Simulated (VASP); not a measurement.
Input of a VASP 6.6.1 run:

Contents of INCAR:

```
SYSTEM = Ga7P8
PREC = Accurate
ENCUT = 520
EDIFF = 1E-6
ISMEAR = 0
SIGMA = 0.01
LREAL = Auto
LASPH = .TRUE.
NELM = 150
ALGO = Normal
ISIF = 2
LWAVE = .FALSE.
LCHARG = .FALSE.
ISPIN = 2
MAGMOM = 0 0 0 0 0 0 0 0.25 0 0 0 0.25 0.25 0.25 0
LORBIT = 11
GGA = PE
IBRION = 2
NSW = 65
EDIFFG = -0.025
```

KPOINTS

```
regular mesh
0
G
  1 1 1
  0 0 0
```

The input POSCAR:

```
Ga7P8
1.0
    0.0000000000      5.5051169776     -5.5051169776
    5.5051169776      5.5051169776      0.0000000000
    5.5051169776      0.0000000000     -5.5051169776
Ga P
7 8
Direct
    0.5006868167     -0.0006868167      0.0006868167
    0.9993131833      0.5006868167      0.0006868167
    0.9993131833     -0.0006868167      0.0006868167
    0.5006868167      0.5006868167      0.4993131833
    0.5006868167     -0.0006868167      0.4993131833
    0.9993131833      0.5006868167      0.4993131833
    1.0000000000      0.0000000000      0.5000000000
    0.3658842857      0.3658842857      0.4023471428
    0.3764051813      0.8745316062      0.3745316062
    0.8745316062      0.3764051813      0.3745316062
    0.8745316062      0.8745316062      0.3745316062
    0.3658842857      0.3658842857      0.8658842857
    0.3658842857      0.9023471428      0.8658842857
    0.9023471428      0.3658842857      0.8658842857
    0.8745316062      0.8745316062      0.8764051813
```

Potentials or basis: VASP PAW PBE potentials, release 64 (Ga_d, P).

Command:

```bash
$ cat potpaw_PBE.64/Ga_d/POTCAR potpaw_PBE.64/P/POTCAR > POTCAR
$ mpirun -np 1 vasp_gam > vasp.out
```

Predict the site moments.

Ga -0.01, -0.00; P +0.38, +0.02 μB.

Predict the band gap on the k mesh.

0.96 eV.

Final structure:
```cif
data_structure
_symmetry_space_group_name_H-M 'P 1'
_symmetry_Int_Tables_number 1
_cell_length_a 7.7854
_cell_length_b 7.7854
_cell_length_c 7.7854
_cell_angle_alpha 60.000
_cell_angle_beta 60.000
_cell_angle_gamma 60.000
_cell_volume 333.68
loop_
_atom_site_label
_atom_site_type_symbol
_atom_site_fract_x
_atom_site_fract_y
_atom_site_fract_z
_atom_site_occupancy
Ga1 Ga 0.50069 0.99931 0.00069 1
Ga2 Ga 0.99931 0.50069 0.00069 1
Ga3 Ga 0.99931 0.99931 0.00069 1
Ga4 Ga 0.50069 0.50069 0.49931 1
Ga5 Ga 0.50069 0.99931 0.49931 1
Ga6 Ga 0.99931 0.50069 0.49931 1
Ga7 Ga 0.00000 0.00000 0.50000 1
P1 P 0.36588 0.36588 0.40235 1
P2 P 0.37641 0.87453 0.37453 1
P3 P 0.87453 0.37641 0.37453 1
P4 P 0.87453 0.87453 0.37453 1
P5 P 0.36588 0.36588 0.86588 1
P6 P 0.36588 0.90235 0.86588 1
P7 P 0.90235 0.36588 0.86588 1
P8 P 0.87453 0.87453 0.87641 1
```

Caveat: the k points lie up to 0.99 Å⁻¹ apart; the relaxation stopped at its first step, so nothing moved.
